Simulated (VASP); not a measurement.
Runs of VASP 6.6.1 on V. The structure is that of space group Pm-3m (No. 221), or close to it. The cells are those of the table. This isn't the form of V at room conditions, which is bcc.

```csv
task,spin,cell,k mesh,cutoff (eV),gap on the mesh (eV),pressure (GPa),relaxed volume (Å³/atom)
relaxation of cell and atoms,off,"relaxed from a = 2.404 Å, 1 atom",22 × 22 × 22,600,none,0.0,(a)
relaxation of cell and atoms,off,"relaxed from a = 2.440 Å, 1 atom",8 × 8 × 8,600,none,0.0,13.93
single point,off,"a = 2.412 Å, 1 atom",22 × 22 × 22,520,none,0.4,-
single point,"collinear, ferromagnetic start","a = 2.440 Å, 1 atom",8 × 8 × 8,520,none,-5.9,-
single point,off,"a = 2.404 Å, 1 atom",8 × 8 × 8,520,none,0.4,-
```

Alike in all rows: level PBEsol; potentials or basis VASP PAW PBE potentials, release 64 (V_sv); smearing gaussian 0.1 eV.

Estimate the missing entries.

(a) 14.06.

Caveats: the PAW data sets were made with another functional, which shifts forces and pressure a little; the cell stands under tension (at least some runs); the moments typed at the start vanished in this run (at least some runs).

A gap of «none» marks levels without a gap at the run's occupations.
